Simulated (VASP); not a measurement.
## HgS2: relaxation of cell and atoms with PBE

The system is HgS2.

```
Hg S
1.0
     3.39690   -1.96070    0.00000
     3.39690    1.96070    0.00000
    -2.23978    0.00000    6.30595
Hg S
1 2
Cartesian
  0.0000 0.0000 0.0000
  4.4964 0.0000 1.4567
  0.0576 0.0000 4.8493
```

| Property | Result |
| --- | --- |
| Program | VASP 6.6.1 |
| Task | relaxation of cell and atoms |
| Functional | PBE |
| Potentials or basis | VASP PAW PBE potentials, release 64 (Hg, S) |
| Cutoff | 600 eV |
| k mesh | 6 × 6 × 4 |
| Occupations | gaussian, width 0.1 eV |
| Spin | no spin polarisation |
| Dipole correction | no |
| Further INCAR settings | ALGO = Normal; EDIFF = 1e-06; IBRION = 2; EDIFFG = -0.04; NSW = 90; ISIF = 3 |

```
Relaxed volume                        : 27.94 Å³/atom
Relaxed cell                          : a = 4.735 Å, b = 4.735 Å, c = 6.107 Å, α = 97.54°, β = 97.54°, γ = 38.18°
Space group after relaxing (to 0.1 Å) : C2/m (No. 12)
Energy gained by relaxing             : 297.3 meV/atom
Ionic steps                           : 82
Pressure after relaxing               : 0.0 GPa
Largest force after relaxing          : 0.025 eV/Å
Band gap on the k mesh                : zero (bands 12 and 13 overlap by 0.34 eV)
```

Forces in eV/Å, atoms in the order of the input:
```
Hg   0.000  0.000  0.000
S   -0.007  0.000  0.024
S    0.007  0.000 -0.024
```

Stress tensor (GPa, compression positive):
```
-0.09  0.00  0.19
 0.00 -0.14  0.00
 0.19  0.00  0.15
```

Step by step:
```tsv
step	energy change (eV)	largest force (eV/Å)	pressure (GPa)	volume (Å³)
1	0.0000	0.2805	-3.86	84.00
4	-0.0963	0.2863	-0.12	77.07
7	-0.2433	0.3670	3.73	65.11
10	-0.2654	0.3170	3.76	64.45
13	-0.2915	0.2119	4.51	62.77
16	-0.3835	0.3544	-1.44	67.19
19	-0.4163	0.3160	-0.29	66.46
22	-0.4353	0.3191	0.48	66.47
25	-0.4766	0.4222	1.03	74.35
28	-0.5522	0.1608	-0.38	75.68
31	-0.5718	0.1853	0.18	78.07
34	-0.5875	0.3167	1.49	77.18
37	-0.6439	0.2864	1.34	77.33
40	-0.6656	0.1121	-0.69	78.87
43	-0.6776	0.0995	-0.15	77.12
46	-0.7027	0.0724	-0.02	73.04
49	-0.7277	0.2311	0.26	67.87
52	-0.7377	0.2951	-0.23	67.27
55	-0.7814	0.1569	1.42	66.47
58	-0.8131	0.3634	-1.92	75.04
61	-0.8402	0.1922	-0.62	74.88
64	-0.8523	0.0277	0.72	76.87
67	-0.8680	0.1857	0.81	84.61
70	-0.8789	0.0393	-0.11	90.97
73	-0.8823	0.1540	-0.49	88.56
76	-0.8882	0.1236	-0.15	84.30
79	-0.8892	0.0784	0.02	83.28
82	-0.8919	0.0247	-0.03	83.81
```

Final structure:
```xyz
3
Lattice="4.3681 -1.5486 0.9688 4.3681 1.5486 0.9688 -2.1376 0.0000 5.7206" Properties=species:S:1:pos:R:3 pbc="T T T"
Hg    0.0000    0.0000    0.0000
S     5.3912    0.0000    3.5664
S     1.2075    0.0000    4.0919
```

Levels at points of the mesh, in eV from the Fermi level:
```
           k point  band 9  band 10  band 11  band 12  band 13  band 14  band 15  band 16
(0.00, 0.00, 0.00)   -4.29    -4.07    -1.21    -0.28     0.36     2.29     3.88     4.85
(0.50, 0.00, 0.00)   -4.95    -2.19    -1.98    -0.53     0.13     2.63     3.29     5.47
(0.50, 0.50, 0.00)   -4.38    -4.13    -2.96    -1.05     1.12     2.37     3.47     5.41
(0.00, 0.00, 0.50)   -4.21    -4.11    -3.55    -0.32     1.24     2.36     2.81     6.07
(0.50, 0.00, 0.50)   -4.89    -2.13    -1.95    -0.38     0.57     2.41     2.67     5.81
(0.50, 0.50, 0.50)   -4.71    -4.09    -1.95     0.08     0.45     2.26     2.53     4.44
```

It took 56 min on 1 thread of AMD EPYC 7R13 Processor (Zen 3), on a shared host, peak memory 0.28 GiB.

Caveat: semilocal functionals underestimate gaps, and a narrow one can read as zero; a cell axis changed by over 15 % at a fixed basis, so the end point is rough; spin-orbit coupling is left out, which moves the levels of the heavy elements.
